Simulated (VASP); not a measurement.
# Se (P3_121) in VASP: notebook

Runs on Se. Level: PBEsol. Tasks: single point, relaxation of cell and atoms.

All numbers are computed with VASP 6.6.1; they aren't measurements. Logs are shortened: lines on timing, memory, paths and dates and some standing lists are left out, and cuts for length are marked.

## 1. The cell of the first run

The structure is trigonal, space group P3_121 (No. 152). The conventional cell has a = 4.039 Å, b = 4.039 Å, c = 5.121 Å, α = 90.00°, β = 90.00°, γ = 120.00°. Se (site symmetry 2) has 6 Se at 2.44 to 3.18 Å within 3.2 Å.

## 2. Single point, PBEsol

Input file INCAR:

```
PREC = Accurate
ENCUT = 520
EDIFF = 1E-7
ISMEAR = -1
SIGMA = 0.05
LREAL = F
LASPH = T
NELM = 80
ALGO = Normal
ISIF = 2
LWAVE = F
LCHARG = F
GGA = PS
NBANDS = 16
```

Input file KPOINTS:

```
regular mesh
0
Gamma
  9 9 7
```

Input file POSCAR:

```
Se
1.0
    4.0389713970      0.0000000000      0.0000000000
   -2.0194856985      3.4978518349      0.0000000000
    0.0000000000      0.0000000000      5.1208287177
Se
3
Direct
    0.2486820442      0.0000000000      0.3333333333
    0.0000000000      0.2486820442      0.6666666667
    0.7513179558      0.7513179558      0.0000000000
```

Potentials or basis: VASP PAW PBE potentials, release 64 (Se).

Started as:

```console
$ cat potpaw_PBE.64/Se/POTCAR > POTCAR
$ mpirun -np 1 vasp_std > vasp.out
```

OUTCAR:

```text
PREC = Accurate
   ENCUT = 520
   EDIFF = 1E-7
   ISMEAR = -1
   LREAL = F
   LASPH = T
   NELM = 80
   ISIF = 2
   GGA = PS

 ion  position               nearest neighbor table
   1  0.249  0.000  0.333-   3 2.44   2 2.44
   2  0.000  0.249  0.667-   3 2.44   1 2.44
   3  0.751  0.751  0.000-   2 2.44   1 2.44

  LATTYP: Found a hexagonal cell.
 ALAT       =     4.0389713970
 C/A-ratio  =     1.2678546626

  Lattice vectors:

 A1 = (   4.0389713970,   0.0000000000,   0.0000000000)
 A2 = (  -2.0194856985,   3.4978518349,   0.0000000000)
 A3 = (   0.0000000000,   0.0000000000,   5.1208287177)

Analysis of symmetry for initial positions (statically):
=====================================================================
 Subroutine PRICEL returns:
 Original cell was already a primitive cell.

 Routine SETGRP: Setting up the symmetry group for a
 hexagonal supercell.

 Subroutine GETGRP returns: Found  6 space group operations
 (whereof  2 operations were pure point group operations)
 out of a pool of 24 trial point group operations.

The static configuration has the point symmetry C_2 .
 The point group associated with its full space group is D_3 .

Analysis of symmetry for dynamics (positions and initial velocities):
=====================================================================
 Subroutine PRICEL returns:
 Original cell was already a primitive cell.

 Routine SETGRP: Setting up the symmetry group for a
 hexagonal supercell.

 Subroutine GETGRP returns: Found  6 space group operations
 (whereof  2 operations were pure point group operations)
 out of a pool of 24 trial point group operations.

The dynamic configuration has the point symmetry C_2 .
 The point group associated with its full space group is D_3 .

 Subroutine INISYM returns: Found  6 space group operations
 (whereof  2 operations are pure point group operations),
 and found     1 'primitive' translations

----------------------------------------------------------------------------------------

                                     Primitive cell

  volume of cell :      72.3457

  direct lattice vectors                    reciprocal lattice vectors
     4.038971397  0.000000000  0.000000000     0.247587789  0.142944877  0.000000000
    -2.019485699  3.497851835  0.000000000     0.000000000  0.285889754  0.000000000
     0.000000000  0.000000000  5.120828718     0.000000000  0.000000000  0.195280892

  length of vectors
     4.038971397  4.038971397  5.120828718     0.285889754  0.285889754  0.195280892
[... 84 lines left out ...]
   LREAL  =      F    real-space projection
   EDIFFG = 0.1E-05   stopping-criterion for IOM
   NSW    =      0    number of steps for IOM
   IBRION =     -1    ionic relax: 0-MD 1-quasi-New 2-CG
   NFREE  =      0    steps in history (QN), initial steepest desc. (CG)
   ISIF   =      2    stress and relaxation
   ISYM   =      2    0-nonsym 1-usesym 2-fastsym
   POTIM  = 0.5000    time-step for ionic-motion
   TEBEG  =    0.0;   TEEND  =   0.0 temperature during run
   PSTRESS=    0.0 pullay stress
   NELECT =      18.0000    total number of electrons
   NUPDOWN=      -1.0000    fix difference up-down
   EMIN   =  10.00;   EMAX   =-10.00  energy-range for DOS
   EFERMI =   0.00;   METHOD = LEGACY
   ISMEAR =    -1;   SIGMA  =   0.05  broadening in eV -4-tet -1-fermi 0-gaus
   EFERMI_NEDOS =   21; number of points for ismear=-14 and -15
   IALGO  =     38    algorithm
   IMIX   =      4    mixing-type and parameters
     AMIX     =   0.40;   BMIX     =  1.00
     AMIX_MAG =   1.60;   BMIX_MAG =  1.00
  volume/ion in A,a.u.               =      24.12       162.74
  Fermi-wavevector in a.u.,A,eV,Ry     =   1.029662  1.945780 14.424960  1.060205
  Thomas-Fermi vector in A             =   2.163721
   LORBIT       =      0    0 simple, 1 ext, 2 COOP (PROOUT), +10 PAW based schemes
   GGA     = PS    functional components
   LHFCALC =     F    Hartree Fock is set to
   AEXX    =    0.0000 exact exchange contribution
   IVDW    =     0    specifies the selected vdW correction
   LEPSILON=     F    determine dielectric tensor
   LRPA    =     F    only Hartree local field effects (RPA)
 non-spin polarized calculation
  energy-cutoff  :      520.00
  volume of cell :       72.35
 maximum number of plane-waves:      1975
 NGX is ok and might be reduce to    30
   NGX = 15   NGY = 15   NGZ = 19

 number of electron      18.0000000 magnetization

 Free energy of the ion-electron system (eV)
  ---------------------------------------------------
  ext. energy  EPLUGINS =         0.00000000
  ---------------------------------------------------
  free energy    TOTEN  =       -11.56052636 eV

  energy without entropy =      -11.56050666  energy(sigma->0) =      -11.56051651

 E-fermi :   4.1449     XC(G=0):  -9.6883

 val. band max:        3.7789888262   @ k =   0.3333   0.3333   0.4286
 cond. band min:       4.4731842475   @ k =   0.3333   0.3333   0.4286
 fundamental gap:      0.6941954213
 Fermi energy:         4.1448952515

 k-point     1 :       0.0000    0.0000    0.0000
  band No.  band energies     occupation
      1     -12.3335      2.00000
      2      -8.2253      2.00000
      3      -8.2253      2.00000
      4       0.0501      2.00000
      5       0.2902      2.00000
      6       0.2902      2.00000
[... 433 lines left out ...]
      3      -7.5864      2.00000
      4      -1.6937      2.00000
      5      -1.1705      2.00000
      6       0.0389      2.00000
[... 8 lines left out ...]
     15      12.5666      0.00000
     16      13.3223      0.00000

 [... further k-points ...]

------------------------ aborting loop because EDIFF is reached ----------------------------------------

  FORCE on cell =-STRESS in cart. coord.  units (eV):
  Direction    XX          YY          ZZ          XY          YZ          ZX
  --------------------------------------------------------------------------------------
  -------------------------------------------------------------------------------------
  Total        0.0634726      0.0634726      0.1111578      0.0000000     -0.0000000      0.0000000
  in kB        1.4056733      1.4056733      2.4617177      0.0000000     -0.0000000      0.0000000
  external PRESSURE =       1.7576881 kB  Pullay stress =       0.0000000 kB

 VOLUME and BASIS-vectors are now :
 -----------------------------------------------------------------------------
  energy-cutoff  :      520.00
  volume of cell :       72.35
      direct lattice vectors                 reciprocal lattice vectors
     4.038971397  0.000000000  0.000000000     0.247587789  0.142944877  0.000000000
    -2.019485699  3.497851835  0.000000000     0.000000000  0.285889754  0.000000000
     0.000000000  0.000000000  5.120828718     0.000000000  0.000000000  0.195280892

 POSITION                                       TOTAL-FORCE (eV/Angst)
 -----------------------------------------------------------------------------------
      1.00442      0.00000      1.70694         0.030603      0.000000     -0.000000
     -0.50221      0.86985      3.41389        -0.015301      0.026503      0.000000
      1.51728      2.62800      0.00000        -0.015301     -0.026503      0.000000
 -----------------------------------------------------------------------------------
    total drift:                               -0.000001     -0.000001      0.000000

  FREE ENERGIE OF THE ION-ELECTRON SYSTEM (eV)
  ---------------------------------------------------
  free  energy   TOTEN  =       -11.5605263601 eV

  energy  without entropy=      -11.5605066625  energy(sigma->0) =      -11.56051651
```

OSZICAR:

```text
N       E                     dE             d eps       ncg     rms          rms(c)
DAV:   1     0.773362300092E+02    0.77336E+02   -0.72682E+03  2208   0.945E+02
DAV:   2    -0.695984882647E+01   -0.84296E+02   -0.79884E+02  2920   0.155E+02
DAV:   3    -0.116064244741E+02   -0.46466E+01   -0.46267E+01  2720   0.412E+01
DAV:   4    -0.116352147949E+02   -0.28790E-01   -0.28781E-01  2968   0.382E+00
DAV:   5    -0.116353879604E+02   -0.17317E-03   -0.17316E-03  2712   0.291E-01    0.708E+00
DAV:   6    -0.115809178479E+02    0.54470E-01   -0.29157E-02  2832   0.108E+00    0.435E+00
DAV:   7    -0.115613096522E+02    0.19608E-01   -0.58237E-02  2576   0.148E+00    0.180E-01
DAV:   8    -0.115604845436E+02    0.82511E-03   -0.87208E-03  2560   0.565E-01    0.961E-02
DAV:   9    -0.115605239938E+02   -0.39450E-04   -0.22222E-04  3136   0.100E-01    0.316E-02
DAV:  10    -0.115605262920E+02   -0.22982E-05   -0.24173E-05  2744   0.327E-02    0.563E-03
DAV:  11    -0.115605265604E+02   -0.26834E-06   -0.51249E-06  3040   0.133E-02    0.396E-03
DAV:  12    -0.115605264001E+02    0.16027E-06   -0.10532E-06  2776   0.627E-03    0.883E-04
DAV:  13    -0.115605263601E+02    0.39987E-07   -0.10492E-07  2096   0.187E-03
   1 F= -.11560526E+02 E0= -.11560517E+02  d E =-.196976E-04
```

It took 55 s on 1 thread of Oxide Virtual Turin-like, shared host; peak memory 0.18 GiB.

Results:

```yaml
Free_energy: -11.5605 eV
Pressure: 0.2 GPa
Largest_force: 0.031 eV/Å
Band_gap_on_the_k_mesh: 0.69 eV
```

Forces in eV/Å, atoms in the order of the input:
```
Se   0.031  0.000  0.000
Se  -0.015  0.027  0.000
Se  -0.015 -0.027  0.000
```

Levels at points of the mesh, in eV from the valence-band top:
```tsv
k point	band 6	band 7	band 8	band 9	band 10	band 11	band 12	band 13
(0.00, 0.00, 0.00)	-3.49	-1.94	-1.94	-0.59	1.40	1.40	2.00	6.22
```

Caveat: semilocal functionals underestimate gaps, and a narrow one can read as zero; the PAW data sets were made with another functional, which shifts forces and pressure a little.

## 3. Single point, PBEsol

Input file INCAR:

```
SYSTEM = Se
  ALGO = Normal
  EDIFF = 1E-6
  ENCUT = 520
  GGA = PS
  ISIF = 2
  ISMEAR = -1
  LASPH = .True.
  LCHARG = .False.
  LREAL = .False.
  LWAVE = .False.
  NBANDS = 16
  NELM = 100
  PREC = Accurate
  SIGMA = 0.05
```

Input file KPOINTS:

```
k-points
0
Gamma
  9 9 7
  0 0 0
```

POSCAR is that of step 2.

Potentials or basis: VASP PAW PBE potentials, release 64 (Se).

Started as:

```console
$ cat potpaw_PBE.64/Se/POTCAR > POTCAR
$ mpirun -np 1 vasp_std > vasp.out
```

Wall time 37 s (1 thread of Oxide Virtual Turin-like, shared host); peak memory 0.18 GiB.

The run converged. Its results:

```yaml
Free_energy: -11.5605 eV
Pressure: 0.2 GPa
Largest_force: 0.031 eV/Å
Band_gap_on_the_k_mesh: 0.69 eV
```

Forces in eV/Å, atoms in the order of the input:
```
Se   0.031  0.000  0.000
Se  -0.015  0.027  0.000
Se  -0.015 -0.027  0.000
```

Stress tensor (GPa, compression positive):
```
0.14 0.00 0.00
0.00 0.14 0.00
0.00 0.00 0.25
```

Levels at points of the mesh, in eV from the valence-band top:
```tsv
k point	band 7	band 8	band 9	band 10	band 11	band 12
(0.00, 0.00, 0.00)	-1.94	-1.94	-0.59	1.40	1.40	2.00
```

Caveat: semilocal functionals underestimate gaps, and a narrow one can read as zero; the PAW data sets were made with another functional, which shifts forces and pressure a little. A k mesh can miss the band edges.

## 4. Relaxation of cell and atoms, PBEsol

This run uses another cell than the first one, of 27.26 Å³/atom.

Input file INCAR:

```
SYSTEM = Se
PREC     = Accurate       ! precision mode
ENCUT    = 600            ! plane-wave cutoff, eV
EDIFF    = 1E-7           ! SCF threshold, eV
ISMEAR   = -1             ! smearing method
SIGMA    = 0.05           ! smearing width, eV
LREAL    = .FALSE.        ! projectors in reciprocal space
LASPH    = .TRUE.         ! aspherical terms in the spheres
NELM     = 100            ! most SCF steps
ALGO     = Normal         ! electronic algorithm
ISIF     = 3              ! what is computed and relaxed
LWAVE    = .FALSE.        ! write WAVECAR
LCHARG   = .FALSE.        ! write CHGCAR
GGA      = PS             ! functional
IBRION   = 2              ! ionic algorithm
NSW      = 100            ! ionic steps
EDIFFG   = -0.003         ! ionic threshold
```

Input file KPOINTS:

```
regular mesh
0
G
  9 9 7
  0 0 0
```

Input file POSCAR:

```
Se
1.0
    4.3662000000      0.0000000000      0.0000000000
   -2.1831000000      3.7812401180      0.0000000000
    0.0000000000      0.0000000000      4.9536000000
Se
3
Direct
    0.2254000000      0.0000000000      0.3333333333
    0.0000000000      0.2254000000      0.6666666667
    0.7746000000      0.7746000000      0.0000000000
```

Started as:

```console
$ cat potpaw_PBE.64/Se/POTCAR > POTCAR
$ mpirun -np 1 vasp_std > vasp.out
```

Run time: 12 min. Hardware: 1 thread of Oxide Virtual Turin-like, shared host; peak memory 0.24 GiB.

It converged, with:

| Item | Value |
| --- | --- |
| Free energy | -11.5613 eV |
| Relaxed volume | 24.12 Å³/atom |
| Relaxed cell | a = 4.036 Å, b = 4.036 Å, c = 5.129 Å, α = 90.00°, β = 90.00°, γ = 120.00° |
| Space group after relaxing (to 0.1 Å) | P3_121 (No. 152) |
| Energy gained by relaxing | 25.0 meV/atom |
| Ionic steps | 16 |
| Pressure after relaxing | 0.0 GPa |
| Band gap on the k mesh | 0.68 eV |

Forces on the atoms (eV/Å):
```
Se   0.003  0.000  0.000
Se  -0.001  0.003  0.000
Se  -0.001 -0.003  0.000
```

Step by step:
```csv
step,energy change (eV),largest force (eV/Å),pressure (GPa),volume (Å³)
1,0.0000,0.3324,0.36,81.78
2,-0.0099,0.0104,-1.32,82.50
3,-0.0101,0.0365,-1.09,82.40
4,-0.0237,0.0429,-0.99,80.97
5,-0.0571,0.0799,-0.40,76.76
6,-0.0523,0.1896,2.60,68.56
7,-0.0703,0.1478,0.63,73.26
8,-0.0707,0.1587,0.96,72.26
9,-0.0744,0.0184,-0.01,71.80
10,-0.0747,0.0166,0.19,71.90
11,-0.0747,0.0139,0.18,71.89
12,-0.0749,0.0069,0.07,72.15
13,-0.0749,0.0006,-0.03,72.38
14,-0.0749,0.0012,-0.02,72.36
15,-0.0749,0.0015,-0.02,72.35
16,-0.0749,0.0030,0.00,72.35
```

Final structure:
```
CELL_PARAMETERS angstrom
4.03592 0.00000 0.00000
-2.01796 3.49521 0.00000
0.00000 0.00000 5.12885
ATOMIC_POSITIONS crystal
Se 0.24929 0.00000 0.33333
Se 0.00000 0.24929 0.66667
Se 0.75071 0.75071 0.00000
```

Levels at points of the mesh, in eV from the valence-band top:
| k point | band 5 | band 6 | band 7 | band 8 | band 9 | band 10 | band 11 | band 12 | band 13 |
| --- | --- | --- | --- | --- | --- | --- | --- | --- | --- |
| (0.00, 0.00, 0.00) | -3.47 | -3.47 | -1.93 | -1.93 | -0.59 | 1.39 | 1.39 | 2.00 | 6.23 |

Caveat: semilocal functionals underestimate gaps, and a narrow one can read as zero; the PAW data sets were made with another functional, which shifts forces and pressure a little. A k mesh can miss the band edges.
